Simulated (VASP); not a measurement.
# S (Fm-3m) in VASP: further runs

The runs below take S through relaxation of cell and atoms, with PBEsol.

All numbers are computed with VASP 6.6.1; they aren't measurements. Logs are shortened: lines on timing, memory, paths and dates and some standing lists are left out, and cuts for length are marked.

## (1) The cell of the first run

The structure is cubic, space group Fm-3m (No. 225). The conventional cell has a = 3.989 Å, b = 3.989 Å, c = 3.989 Å, α = 90.00°, β = 90.00°, γ = 90.00°. S (site symmetry m-3m) has 12 S at 2.82 Å within 3.7 Å.

## (2) Relaxation of cell and atoms, PBEsol

Input file INCAR:

```
SYSTEM = S
ALGO = Normal
EDIFF = 1E-7
EDIFFG = -0.02
ENCUT = 600
GGA = PS
IBRION = 2
ISIF = 3
ISMEAR = 0
LASPH = .TRUE.
LCHARG = .FALSE.
LREAL = .FALSE.
LWAVE = .FALSE.
NELM = 60
NSW = 80
PREC = Accurate
SIGMA = 0.05
```

Input file KPOINTS:

```
k-points
0
G
  9 9 9
  0 0 0
```

Input file POSCAR:

```
S
1.0
    0.0000000000      1.9943500000      1.9943500000
    1.9943500000      0.0000000000      1.9943500000
    1.9943500000      1.9943500000      0.0000000000
S
1
Direct
    0.0000000000      0.0000000000      0.0000000000
```

Potentials or basis: VASP PAW PBE potentials, release 64 (S).

Command:

```console
$ cat potpaw_PBE.64/S/POTCAR > POTCAR
$ mpirun -np 1 vasp_std > vasp.out
```

OUTCAR:

```text
SYSTEM = S
   EDIFF = 1E-7
   EDIFFG = -0.02
   ENCUT = 600
   GGA = PS
   IBRION = 2
   ISIF = 3
   ISMEAR = 0
   LASPH = .TRUE.
   LREAL = .FALSE.
   NELM = 60
   NSW = 80
   PREC = Accurate

 ion  position               nearest neighbor table
   1  0.000  0.000  0.000-

  LATTYP: Found a face centered cubic cell.
 ALAT       =     3.9887000000

  Lattice vectors:

 A1 = (   0.0000000000,   1.9943500000,   1.9943500000)
 A2 = (   1.9943500000,   0.0000000000,   1.9943500000)
 A3 = (   1.9943500000,   1.9943500000,   0.0000000000)

Analysis of symmetry for initial positions (statically):
=====================================================================
 Subroutine PRICEL returns:
 Original cell was already a primitive cell.

 Routine SETGRP: Setting up the symmetry group for a
 face centered cubic supercell.

 Subroutine GETGRP returns: Found 48 space group operations
 (whereof 48 operations were pure point group operations)
 out of a pool of 48 trial point group operations.

The static configuration has the point symmetry O_h .

Analysis of symmetry for dynamics (positions and initial velocities):
=====================================================================
 Subroutine PRICEL returns:
 Original cell was already a primitive cell.

 Routine SETGRP: Setting up the symmetry group for a
 face centered cubic supercell.

 Subroutine GETGRP returns: Found 48 space group operations
 (whereof 48 operations were pure point group operations)
 out of a pool of 48 trial point group operations.

The dynamic configuration has the point symmetry O_h .

 Subroutine INISYM returns: Found 48 space group operations
 (whereof 48 operations are pure point group operations),
 and found     1 'primitive' translations

----------------------------------------------------------------------------------------

                                     Primitive cell

  volume of cell :      15.8648

  direct lattice vectors                    reciprocal lattice vectors
     0.000000000  1.994350000  1.994350000    -0.250708251  0.250708251  0.250708251
     1.994350000  0.000000000  1.994350000     0.250708251 -0.250708251  0.250708251
     1.994350000  1.994350000  0.000000000     0.250708251  0.250708251 -0.250708251

  length of vectors
     2.820436818  2.820436818  2.820436818     0.434239428  0.434239428  0.434239428

  position of ions in fractional coordinates (direct lattice)
     0.000000000  0.000000000  0.000000000

  ion indices of the primitive-cell ions
   primitive index   ion index
                 1           1

----------------------------------------------------------------------------------------

 KPOINTS: k-points

Automatic generation of k-mesh.
 Grid dimensions read from file:
 generate k-points for:    9    9    9

 Generating k-lattice:

  Cartesian coordinates                     Fractional coordinates (reciprocal lattice)
    -0.027856472  0.027856472  0.027856472     0.111111111  0.000000000  0.000000000
     0.027856472 -0.027856472  0.027856472     0.000000000  0.111111111  0.000000000
     0.027856472  0.027856472 -0.027856472     0.000000000  0.000000000  0.111111111

  Length of vectors
     0.048248825  0.048248825  0.048248825

  Shift w.r.t. Gamma in fractional coordinates (k-lattice)
     0.000000000  0.000000000  0.000000000

 Subroutine IBZKPT returns following result:
 ===========================================

 Found     35 irreducible k-points:

 Following reciprocal coordinates:
            Coordinates               Weight
  0.000000  0.000000  0.000000      1.000000
  0.111111  0.000000  0.000000      8.000000
  0.222222  0.000000  0.000000      8.000000
  0.333333  0.000000  0.000000      8.000000
  0.444444  0.000000  0.000000      8.000000
  0.111111  0.111111  0.000000      6.000000
[... 16 lines left out ...]
 -0.333333  0.333333  0.000000     12.000000
  0.444444  0.444444  0.000000      6.000000
 [... further k-points ...]
   k-points           NKPTS =     35   k-points in BZ     NKDIM =     35   number of bands    NBANDS=      7
   number of dos      NEDOS =    301   number of ions     NIONS =      1
   total plane-waves  NPLWV =  13824
   dimension x,y,z NGX =    24 NGY =   24 NGZ =   24
   dimension x,y,z NGXF=    48 NGYF=   48 NGZF=   48
   ions per type =               1
   NGX,Y,Z   is equivalent  to a cutoff of  14.15, 14.15, 14.15 a.u.
   NGXF,Y,Z  is equivalent  to a cutoff of  28.29, 28.29, 28.29 a.u.
 SYSTEM =  S
   PREC   = accura    normal or accurate (medium, high low for compatibility)
   ISTART =      0    job   : 0-new  1-cont  2-samecut
   ICHARG =      2    charge: 1-file 2-atom 10-const
   ISPIN  =      1    spin polarized calculation?
   LNONCOLLINEAR =      F non collinear calculations
   LSORBIT =      F    spin-orbit coupling
   LASPH  =      T    aspherical Exc in radial PAW
   ENCUT  =  600.0 eV  44.10 Ry    6.64 a.u.   5.63  5.63  5.63*2*pi/ulx,y,z
   NELM   =     60;   NELMIN=  2; NELMDL= -5     # of ELM steps
   EDIFF  = 0.1E-06   stopping-criterion for ELM
   LREAL  =      F    real-space projection
   EDIFFG = -.2E-01   stopping-criterion for IOM
   NSW    =     80    number of steps for IOM
   IBRION =      2    ionic relax: 0-MD 1-quasi-New 2-CG
   NFREE  =      1    steps in history (QN), initial steepest desc. (CG)
   ISIF   =      3    stress and relaxation
   ISYM   =      2    0-nonsym 1-usesym 2-fastsym
   POTIM  = 0.5000    time-step for ionic-motion
   TEBEG  =    0.0;   TEEND  =   0.0 temperature during run
   PSTRESS=    0.0 pullay stress
   NELECT =       6.0000    total number of electrons
   NUPDOWN=      -1.0000    fix difference up-down
   EMIN   =  10.00;   EMAX   =-10.00  energy-range for DOS
   EFERMI =   0.00;   METHOD = LEGACY
   ISMEAR =     0;   SIGMA  =   0.05  broadening in eV -4-tet -1-fermi 0-gaus
   EFERMI_NEDOS =   21; number of points for ismear=-14 and -15
   IALGO  =     38    algorithm
   IMIX   =      4    mixing-type and parameters
     AMIX     =   0.40;   BMIX     =  1.00
     AMIX_MAG =   1.60;   BMIX_MAG =  1.00
  volume/ion in A,a.u.               =      15.86       107.06
  Fermi-wavevector in a.u.,A,eV,Ry     =   1.183897  2.237241 19.070086  1.401612
  Thomas-Fermi vector in A             =   2.320122
   LORBIT       =      0    0 simple, 1 ext, 2 COOP (PROOUT), +10 PAW based schemes
   GGA     = PS    functional components
   LHFCALC =     F    Hartree Fock is set to
   AEXX    =    0.0000 exact exchange contribution
   IVDW    =     0    specifies the selected vdW correction
   LEPSILON=     F    determine dielectric tensor
   LRPA    =     F    only Hartree local field effects (RPA)
 conjugate gradient relaxation of ions
 non-spin polarized calculation
 Gauss-broadening in eV      SIGMA  =   0.05
  energy-cutoff  :      600.00
  volume of cell :       15.86
 maximum number of plane-waves:       540
   NGX = 11   NGY = 11   NGZ = 11

--------------------------------------- Ionic step        1  -------------------------------------------

 number of electron       5.9999999 magnetization

 Free energy of the ion-electron system (eV)
  ---------------------------------------------------
  ext. energy  EPLUGINS =         0.00000000
  ---------------------------------------------------
  free energy    TOTEN  =        -3.33341643 eV

  energy without entropy =       -3.33243455  energy(sigma->0) =       -3.33292549

------------------------ aborting loop because EDIFF is reached ----------------------------------------

  FORCE on cell =-STRESS in cart. coord.  units (eV):
  Direction    XX          YY          ZZ          XY          YZ          ZX
  --------------------------------------------------------------------------------------
  -------------------------------------------------------------------------------------
  Total       -0.5238632     -0.5238632     -0.5238632     -0.0000000      0.0000000      0.0000000
  in kB      -52.9047116    -52.9047116    -52.9047116     -0.0000000      0.0000000      0.0000000
  external PRESSURE =     -52.9047116 kB  Pullay stress =       0.0000000 kB
[... 55 lines left out ...]
  energy  without entropy=       -3.3475400719  energy(sigma->0) =       -3.34819906

--------------------------------------- Ionic step        3  -------------------------------------------

 number of electron       6.0000001 magnetization

 Free energy of the ion-electron system (eV)
  ---------------------------------------------------
  ext. energy  EPLUGINS =         0.00000000
  ---------------------------------------------------
  free energy    TOTEN  =        -3.34985061 eV

  energy without entropy =       -3.34869103  energy(sigma->0) =       -3.34927082

 E-fermi :   8.2427     XC(G=0): -11.5941

 val. band max:        8.2384378136   @ k =   0.3333   0.2222   0.1111
 cond. band min:       8.5120351569   @ k =   0.3333   0.2222   0.0000
 fundamental gap:      0.2735973434
 Fermi energy:         8.2426581687

 k-point     1 :       0.0000    0.0000    0.0000
  band No.  band energies     occupation
      1      -9.0604      2.00000
      2      11.8546      0.00000
      3      11.8546      0.00000
      4      11.8546      0.00000
      5      20.4329      0.00000
      6      20.4329      0.00000
      7      20.4329      0.00000
[... 221 lines left out ...]
 k-point    24 :       0.4444    0.4444    0.0000
  band No.  band energies     occupation
      1      -3.2169      2.00000
      2       2.0185      2.00000
      3       7.5037      2.00000
      4       7.5037      2.00000
      5      13.6164      0.00000
      6      13.9600      0.00000
      7      30.6080      0.00000

 [... further k-points ...]

------------------------ aborting loop because EDIFF is reached ----------------------------------------

  FORCE on cell =-STRESS in cart. coord.  units (eV):
  Direction    XX          YY          ZZ          XY          YZ          ZX
  --------------------------------------------------------------------------------------
  -------------------------------------------------------------------------------------
  Total        0.0075310      0.0075310      0.0075310      0.0000000      0.0000000      0.0000000
  in kB        0.8094265      0.8094265      0.8094265      0.0000000      0.0000000      0.0000000
  external PRESSURE =       0.8094265 kB  Pullay stress =       0.0000000 kB
[... 16 lines left out ...]
  FREE ENERGIE OF THE ION-ELECTRON SYSTEM (eV)
  ---------------------------------------------------
  free  energy   TOTEN  =        -3.3498506083 eV

  energy  without entropy=       -3.3486910279  energy(sigma->0) =       -3.34927082

 reached required accuracy - stopping structural energy minimisation
```

Run time: 5.7 s. Hardware: 1 thread of Intel Xeon Platinum 8375C at 2.90GHz (Ice Lake), shared host; peak memory 0.13 GiB.

What came out:

| Item | Value |
| --- | --- |
| Free energy | -3.3499 eV |
| Relaxed volume | 14.91 Å³/atom |
| Relaxed cell | a = 2.762 Å, b = 2.762 Å, c = 2.762 Å, α = 60.00°, β = 60.00°, γ = 60.00° |
| Space group after relaxing (to 0.05 Å) | Fm-3m (No. 225) |
| Energy gained by relaxing | 16.4 meV/atom |
| Ionic steps | 3 |
| Pressure after relaxing | 0.1 GPa |
| Band gap on the k mesh | zero (band 3 reaches 11.85 eV, above the bottom of band 4 at 6.01 eV) |

Step by step:
| step | energy change (eV) | largest force (eV/Å) | pressure (GPa) | volume (Å³) |
| --- | --- | --- | --- | --- |
| 1 | 0.0000 | 0.0000 | -5.29 | 15.86 |
| 2 | -0.0154 | 0.0000 | 1.37 | 14.69 |
| 3 | -0.0164 | 0.0000 | 0.08 | 14.91 |

Final structure:
```yaml
crystal:
  lattice:
    - [0.00000, 1.95337, 1.95337]
    - [1.95337, 0.00000, 1.95337]
    - [1.95337, 1.95337, 0.00000]
  atoms:
    - { symbol: S, position: [0.00000, 0.00000, 0.00000] }
```

Levels at points of the mesh, in eV from the Fermi level:
```
           k point  band 1  band 2  band 3  band 4  band 5  band 6
(0.00, 0.00, 0.00)  -17.30    3.61    3.61    3.61   12.19   12.19
```

Caveat: the PAW data sets were made with another functional, which shifts forces and pressure a little.

## (3) Relaxation of cell and atoms, PBEsol, target pressure 10 GPa, at which the enthalpy is minimised

Input file INCAR:

```
SYSTEM = S
PREC = Accurate
ENCUT = 600
EDIFF = 1E-7
ISMEAR = 0
SIGMA = 0.05
LREAL = .FALSE.
LASPH = .TRUE.
NELM = 60
ALGO = Normal
ISIF = 3
LWAVE = .FALSE.
LCHARG = .FALSE.
GGA = PS
IBRION = 2
NSW = 80
EDIFFG = -0.02
PSTRESS = 100.0
```

Input file KPOINTS:

```
regular mesh
0
G
  9 9 9
  0 0 0
```

POSCAR is that of step 2.

Potentials or basis: VASP PAW PBE potentials, release 64 (S).

Command:

```console
$ cat potpaw_PBE.64/S/POTCAR > POTCAR
$ mpirun -np 1 vasp_std > vasp.out
```

Run time: 6 s. Hardware: 1 thread of Intel Xeon Platinum 8375C at 2.90GHz (Ice Lake), shared host; peak memory 0.13 GiB.

The run converged. Its results:

* Free energy: -3.3138 eV
* Relaxed volume: 13.61 Å³/atom
* Relaxed cell: a = 2.680 Å, b = 2.680 Å, c = 2.680 Å, α = 60.00°, β = 60.00°, γ = 60.00°
* Space group after relaxing (to 0.05 Å): Fm-3m (No. 225)
* Energy change on relaxing (the enthalpy is what falls): +19.6 meV/atom
* Ionic steps: 3
* Pressure after relaxing: 9.8 GPa
* Band gap on the k mesh: zero (band 3 reaches 13.86 eV, above the bottom of band 4 at 7.06 eV)

Step by step:
| step | energy change (eV) | largest force (eV/Å) | pressure (GPa) | volume (Å³) |
| --- | --- | --- | --- | --- |
| 1 | 0.0000 | 0.0000 | -5.29 | 15.86 |
| 2 | 0.1114 | 0.0000 | 21.28 | 12.64 |
| 3 | 0.0196 | 0.0000 | 9.82 | 13.61 |

Final structure:
```xyz
1
Lattice="0.0000 1.8948 1.8948 1.8948 0.0000 1.8948 1.8948 1.8948 0.0000" Properties=species:S:1:pos:R:3 pbc="T T T"
S     0.0000    0.0000    0.0000
```

Levels at points of the mesh, in eV from the Fermi level:
```
           k point  band 1  band 2  band 3  band 4  band 5  band 6
(0.00, 0.00, 0.00)  -18.31    4.20    4.20    4.20   12.26   12.26
```

Caveat: the cell is relaxed towards a set pressure, so the enthalpy falls and the energy may rise; the PAW data sets were made with another functional, which shifts forces and pressure a little.
